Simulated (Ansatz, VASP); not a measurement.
Two plane-wave programs on LiAl4O

INCAR

```
PREC = Accurate ; ENCUT = 520
EDIFF = 1E-7 ; ISMEAR = 0
SIGMA = 0.2 ; LREAL = F
LASPH = T ; NELM = 80
ALGO = Normal ; ISIF = 2
LWAVE = F ; LCHARG = F
GGA = PE ; NBANDS = 33
```

KPOINTS

```
regular mesh
0
Gamma
  8 4 2
```

File POSCAR:

```
LiAl4O
1.0
    2.8853897553      0.0000000000      0.0000000000
   -0.0000000001      4.9976416558      0.0000000000
    0.0000000000      0.0000000000     13.9973159692
Li Al O
2 8 2
Direct
    1.0000000000      0.0000000000      0.5322839430
    0.5000000000      0.5000000000      0.5322839430
    0.5000000000      0.1666666667      0.6954546922
    1.0000000000      0.6666666667      0.6954546922
    0.5000000000      0.5000000000      0.8618254583
    1.0000000000      0.0000000000      0.8618254583
    1.0000000000      0.0000000000      0.1995493317
    0.5000000000      0.5000000000      0.1995493317
    0.5000000000      0.1666666667      0.3699230989
    1.0000000000      0.6666666667      0.3699230989
    0.5000000000      0.1666666667      0.1465674761
    1.0000000000      0.6666666667      0.1465674761
```

Input for Ansatz:

```yaml
crystal:
  lattice:
    - [2.8853897553, 0.0, 0.0]
    - [-1.0e-10, 4.9976416558, 0.0]
    - [0.0, 0.0, 13.9973159692]
  atoms:
    - { symbol: Li, position: [1.0, 0.0, 0.532283943] }
    - { symbol: Li, position: [0.5, 0.5, 0.532283943] }
    - { symbol: Al, position: [0.5, 0.1666666667, 0.6954546922] }
    - { symbol: Al, position: [1.0, 0.6666666667, 0.6954546922] }
    - { symbol: Al, position: [0.5, 0.5, 0.8618254583] }
    - { symbol: Al, position: [1.0, 0.0, 0.8618254583] }
    - { symbol: Al, position: [1.0, 0.0, 0.1995493317] }
    - { symbol: Al, position: [0.5, 0.5, 0.1995493317] }
    - { symbol: Al, position: [0.5, 0.1666666667, 0.3699230989] }
    - { symbol: Al, position: [1.0, 0.6666666667, 0.3699230989] }
    - { symbol: O, position: [0.5, 0.1666666667, 0.1465674761] }
    - { symbol: O, position: [1.0, 0.6666666667, 0.1465674761] }
basis:
  ecutwfc: 420
kpoints:
  mp_grid: { grid: [8, 4, 2] }
hamiltonian:
  xc: pbe
scf:
  occupations: { method: gaussian, width: 0.2 }
  lower_state_search: "off"
output:
  forces: true
  stress: true
  eigenvalues: true
```

Alike in both runs: task single point; functional PBE; k mesh 8 × 4 × 2; occupations gaussian, width 0.2 eV; no spin polarisation.

|  | VASP | Ansatz |
| --- | --- | --- |
| version | VASP 6.6.1 | Ansatz 0.2.0 |
| potentials or method | VASP PAW PBE potentials, release 64 (Li_sv, Al, O), cutoff 520 eV | scalar-relativistic, plane waves, PAW |
| valence electrons in the cell | 42 | 42 |

|  | VASP | Ansatz | Ansatz less VASP |
| --- | --- | --- | --- |
| gap on the k mesh at the Fermi level (eV) | none | none | - |
| rms of the force components (eV/Å) | 0.028 | 0.027 | -0.0013 |

Atom by atom the forces differ by 0.004 eV/Å (rms over components). A gap of «none» marks a metal or a gap that the smearing closes. With one functional, cell and mesh, what is left measures potentials, basis and numerics.

Noted on VASP's run: the cutoff is under 1.25 times that of the potentials, so the pressure is a little rough.
